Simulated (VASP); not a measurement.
Input of a VASP 6.6.1 run:

INCAR

```
PREC = Accurate ; ENCUT = 500
EDIFF = 1E-6 ; ISMEAR = 0
SIGMA = 0.1 ; LREAL = False
LASPH = True ; NELM = 120
ALGO = Normal ; ISIF = 2
LWAVE = False ; LCHARG = True
GGA = PS ; LELF = True
LVHAR = True ; NBANDS = 16
GGA_COMPAT = False
```

The input KPOINTS:

```
Automatic mesh
0
Gamma
  6 6 6
```

File POSCAR:

```
GaP
1.0
    0.0000000000      2.7200000000      2.7200000000
    2.7200000000      0.0000000000      2.7200000000
    2.7200000000      2.7200000000      0.0000000000
Ga P
1 1
Direct
    0.0000000000      0.0000000000      0.0000000000
    0.2500000000      0.2500000000      0.2500000000
```

Potentials or basis: VASP PAW PBE potentials, release 64 (Ga_d, P).

Launch:

```sh
$ cat potpaw_PBE.64/Ga_d/POTCAR potpaw_PBE.64/P/POTCAR > POTCAR
$ mpirun -np 1 vasp_std > vasp.out
```

(1) Predict the pressure.

(2) Estimate the band gap on the k mesh.

Answers

(1) -0.1 GPa.

(2) 1.50 eV, indirect (least direct gap 1.80 eV).

Caveat: the PAW data sets were made with another functional, which shifts forces and pressure a little.
